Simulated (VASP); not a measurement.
# SnTe (Fm-3m) in VASP: notebook, part 2 of 3

VASP 6.6.1. Earlier steps stand in the parts before.

**3. Electric field gradients, PBE (volume scaled by 1.02)**

File INCAR:

```
SYSTEM = SnTe
ALGO     = Normal         ! electronic algorithm
EDIFF    = 1E-8           ! SCF threshold, eV
ENCUT    = 520            ! plane-wave cutoff, eV
GGA      = PE             ! functional
ISIF     = 2              ! what is computed and relaxed
ISMEAR   = -1             ! smearing method
LASPH    = .TRUE.         ! aspherical terms in the spheres
LCHARG   = .FALSE.        ! write CHGCAR
LEFG     = .TRUE.       
LREAL    = .FALSE.        ! projectors in reciprocal space
LWAVE    = .FALSE.        ! write WAVECAR
NBANDS   = 17             ! bands
NELM     = 60             ! most SCF steps
PREC     = Accurate       ! precision mode
SIGMA    = 0.08           ! smearing width, eV
```

File KPOINTS:

```
k-points
0
G
  11 11 11
  0 0 0
```

File POSCAR:

```
SnTe
1.0
    0.0000000000      3.1774045827      3.1774045827
    3.1774045827      0.0000000000      3.1774045827
    3.1774045827      3.1774045827      0.0000000000
Sn Te
1 1
Direct
    0.0000000000      0.0000000000      0.0000000000
    0.5000000000      0.5000000000      0.5000000000
```

Potentials or basis: VASP PAW PBE potentials, release 64 (Sn_d, Te).

On the command line:

```
$ cat potpaw_PBE.64/Sn_d/POTCAR potpaw_PBE.64/Te/POTCAR > POTCAR
$ mpirun -np 1 vasp_std > vasp.out
```

OUTCAR:

```text
SYSTEM = SnTe
   EDIFF = 1E-8
   ENCUT = 520
   GGA = PE
   ISIF = 2
   ISMEAR = -1
   LASPH = .TRUE.
   LREAL = .FALSE.
   NELM = 60
   PREC = Accurate

 ion  position               nearest neighbor table
   1  0.000  0.000  0.000-   2 3.18   2 3.18   2 3.18   2 3.18   2 3.18   2 3.18
   2  0.500  0.500  0.500-   1 3.18   1 3.18   1 3.18   1 3.18   1 3.18   1 3.18

  LATTYP: Found a face centered cubic cell.
 ALAT       =     6.3548091654

  Lattice vectors:

 A1 = (   0.0000000000,   3.1774045827,   3.1774045827)
 A2 = (   3.1774045827,   0.0000000000,   3.1774045827)
 A3 = (   3.1774045827,   3.1774045827,   0.0000000000)

Analysis of symmetry for initial positions (statically):
=====================================================================
 Subroutine PRICEL returns:
 Original cell was already a primitive cell.

 Routine SETGRP: Setting up the symmetry group for a
 face centered cubic supercell.

 Subroutine GETGRP returns: Found 48 space group operations
 (whereof 48 operations were pure point group operations)
 out of a pool of 48 trial point group operations.

The static configuration has the point symmetry O_h .

Analysis of symmetry for dynamics (positions and initial velocities):
=====================================================================
 Subroutine PRICEL returns:
 Original cell was already a primitive cell.

 Routine SETGRP: Setting up the symmetry group for a
 face centered cubic supercell.

 Subroutine GETGRP returns: Found 48 space group operations
 (whereof 48 operations were pure point group operations)
 out of a pool of 48 trial point group operations.

The dynamic configuration has the point symmetry O_h .

 Subroutine INISYM returns: Found 48 space group operations
 (whereof 48 operations are pure point group operations),
 and found     1 'primitive' translations

----------------------------------------------------------------------------------------

                                     Primitive cell

  volume of cell :      64.1575

  direct lattice vectors                    reciprocal lattice vectors
     0.000000000  3.177404583  3.177404583    -0.157361138  0.157361138  0.157361138
     3.177404583  0.000000000  3.177404583     0.157361138 -0.157361138  0.157361138
     3.177404583  3.177404583  0.000000000     0.157361138  0.157361138 -0.157361138

  length of vectors
     4.493528654  4.493528654  4.493528654     0.272557486  0.272557486  0.272557486

  position of ions in fractional coordinates (direct lattice)
     0.000000000  0.000000000  0.000000000
     0.500000000  0.500000000  0.500000000

  ion indices of the primitive-cell ions
   primitive index   ion index
                 1           1
                 2           2

----------------------------------------------------------------------------------------

 KPOINTS: k-points

[... 67 lines left out ...]
   EDIFF  = 0.1E-07   stopping-criterion for ELM
   LREAL  =      F    real-space projection
   EDIFFG = 0.1E-06   stopping-criterion for IOM
   NSW    =      0    number of steps for IOM
   IBRION =     -1    ionic relax: 0-MD 1-quasi-New 2-CG
   NFREE  =      0    steps in history (QN), initial steepest desc. (CG)
   ISIF   =      2    stress and relaxation
   ISYM   =      2    0-nonsym 1-usesym 2-fastsym
   POTIM  = 0.5000    time-step for ionic-motion
   TEBEG  =    0.0;   TEEND  =   0.0 temperature during run
   PSTRESS=    0.0 pullay stress
   NELECT =      20.0000    total number of electrons
   NUPDOWN=      -1.0000    fix difference up-down
   EMIN   =  10.00;   EMAX   =-10.00  energy-range for DOS
   EFERMI =   0.00;   METHOD = LEGACY
   ISMEAR =    -1;   SIGMA  =   0.08  broadening in eV -4-tet -1-fermi 0-gaus
   EFERMI_NEDOS =   21; number of points for ismear=-14 and -15
   IALGO  =     38    algorithm
   IMIX   =      4    mixing-type and parameters
     AMIX     =   0.40;   BMIX     =  1.00
     AMIX_MAG =   1.60;   BMIX_MAG =  1.00
  volume/ion in A,a.u.               =      32.08       216.48
  Fermi-wavevector in a.u.,A,eV,Ry     =   1.110032  2.097657 16.764716  1.232172
  Thomas-Fermi vector in A             =   2.246579
   LORBIT       =      0    0 simple, 1 ext, 2 COOP (PROOUT), +10 PAW based schemes
   GGA     = PE    functional components
   LHFCALC =     F    Hartree Fock is set to
   AEXX    =    0.0000 exact exchange contribution
   IVDW    =     0    specifies the selected vdW correction
   LEPSILON=     F    determine dielectric tensor
   LRPA    =     F    only Hartree local field effects (RPA)
 non-spin polarized calculation
  energy-cutoff  :      520.00
  volume of cell :       64.16
 maximum number of plane-waves:      1759
 NGX is ok and might be reduce to    36
   NGX = 17   NGY = 17   NGZ = 17

 number of electron      20.0000001 magnetization

 Free energy of the ion-electron system (eV)
  ---------------------------------------------------
  ext. energy  EPLUGINS =         0.00000000
  ---------------------------------------------------
  free energy    TOTEN  =        -7.56050132 eV

  energy without entropy =       -7.55907125  energy(sigma->0) =       -7.55978629

 E-fermi :   6.6607     XC(G=0):  -9.3810

 val. band max:        6.4887476778   @ k =   0.4545   0.0000   0.0000
 cond. band min:       6.9060336627   @ k =   0.4545   0.0000   0.0000
 fundamental gap:      0.4172859850
 Fermi energy:         6.6606842097

 k-point     1 :       0.0000    0.0000    0.0000
  band No.  band energies     occupation
      1     -15.2473      2.00000
      2     -15.2473      2.00000
      3     -15.2430      2.00000
      4     -15.2430      2.00000
      5     -15.2430      2.00000
      6      -5.9732      2.00000
[... 457 lines left out ...]
      4     -15.2400      2.00000
      5     -15.2385      2.00000
      6      -5.3118      2.00000
[... 9 lines left out ...]
     16      14.4684      0.00000
     17      14.6041      0.00000

 [... further k-points ...]
[... 5 lines left out ...]
  --------------------------------------------------------------------------------------
  -------------------------------------------------------------------------------------
  Total        0.4299768      0.4299768      0.4299768      0.0000000      0.0000000      0.0000000
  in kB       10.7376201     10.7376201     10.7376201      0.0000000      0.0000000      0.0000000
  external PRESSURE =      10.7376201 kB  Pullay stress =       0.0000000 kB

 VOLUME and BASIS-vectors are now :
 -----------------------------------------------------------------------------
  energy-cutoff  :      520.00
  volume of cell :       64.16
      direct lattice vectors                 reciprocal lattice vectors
     0.000000000  3.177404583  3.177404583    -0.157361138  0.157361138  0.157361138
     3.177404583  0.000000000  3.177404583     0.157361138 -0.157361138  0.157361138
     3.177404583  3.177404583  0.000000000     0.157361138  0.157361138 -0.157361138

 POSITION                                       TOTAL-FORCE (eV/Angst)
 -----------------------------------------------------------------------------------
      0.00000      0.00000      0.00000        -0.000000      0.000000     -0.000000
      3.17740      3.17740      3.17740         0.000000     -0.000000      0.000000
 -----------------------------------------------------------------------------------
    total drift:                               -0.000000      0.000000      0.000000

  FREE ENERGIE OF THE ION-ELECTRON SYSTEM (eV)
  ---------------------------------------------------
  free  energy   TOTEN  =        -7.5605013236 eV

  energy  without entropy=       -7.5590712515  energy(sigma->0) =       -7.55978629

 Electric field gradients (V/A^2)
---------------------------------------------------------------------
 ion       V_xx      V_yy      V_zz      V_xy      V_xz      V_yz
---------------------------------------------------------------------
   1      -0.000     0.000    -0.000    -0.002    -0.002    -0.002
   2      -0.000     0.000     0.000    -0.000    -0.000    -0.000
---------------------------------------------------------------------

 Electric field gradients after diagonalization (V/A^2)
 (convention: |V_zz| > |V_xx| > |V_yy|)
----------------------------------------------------------------------
 ion       V_xx      V_yy      V_zz     asymmetry (V_yy - V_xx)/ V_zz
----------------------------------------------------------------------
   1       0.002     0.002    -0.004       0.000
   2       0.000     0.000    -0.000       0.000
----------------------------------------------------------------------

           NMR quadrupolar parameters

 Cq : quadrupolar parameter    Cq=e*Q*V_zz/h
 eta: asymmetry parameters     (V_yy - V_xx)/ V_zz
 Q  : nuclear electric quadrupole moment in mb (millibarn)
----------------------------------------------------------------------
 ion       Cq(MHz)       eta       Q (mb)
----------------------------------------------------------------------
   1      -0.000       0.000       1.000
   2      -0.000       0.000       1.000
----------------------------------------------------------------------
```

Wall time 36 s (1 thread of Intel Xeon 6975P-C (Granite Rapids), shared host); peak memory 0.24 GiB.

What came out:

```
Free energy : -7.5605 eV
Pressure    : 1.1 GPa
```

Levels at points of the mesh, in eV from the Fermi level:
```
           k point  band 8  band 9  band 10  band 11  band 12  band 13
(0.00, 0.00, 0.00)   -2.09   -2.09    -2.09     3.28     3.28     3.28
```

Caveat: this odd mesh misses L, where the gap lies, so gap, dielectric constants and Born charges aren't listed; without QUAD_EFG the Cq values of the log hold for a quadrupole moment of 1 mb, not for the nuclei; spin-orbit coupling is left out, which moves the levels of the heavy elements.

[end of part 2 of 3]
